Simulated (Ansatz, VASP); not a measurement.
## Sb: VASP beside Ansatz

```xyz
1
Lattice="-1.8713 1.8713 1.8713 1.8713 -1.8713 1.8713 1.8713 1.8713 -1.8713" Properties=species:S:1:pos:R:3 pbc="T T T"
Sb    0.0000    0.0000    0.0000
```

Alike in both runs: task single point; functional PBE; k mesh 10 × 10 × 10; occupations gaussian, width 0.011 eV; no spin polarisation.

|  | VASP | Ansatz |
| --- | --- | --- |
| version | VASP 6.6.1 | Ansatz 0.2.0 |
| potentials or method | VASP PAW PBE potentials, release 64 (Sb) | Ansatz PAW |
| plane-wave cutoff (eV) | 520 | 420 |
| valence electrons in the cell | 5 | 15 |

VASP gave:

```
gap on the k mesh at the Fermi level (eV) : none
pressure (GPa)                            : 3.0
```

**Question.** Estimate Ansatz's values.

**Answer.** gap on the k mesh at the Fermi level (eV): none; pressure (GPa): 3.1.

A gap of «none» marks a metal or a gap that the smearing closes. The functional is the same, so the differences come from potentials, cutoffs and numerics. VASP's potentials hold 5 valence electrons a cell and Ansatz's 15, so a difference there can come from the potentials and not from the codes.

Spin-orbit coupling is off throughout.
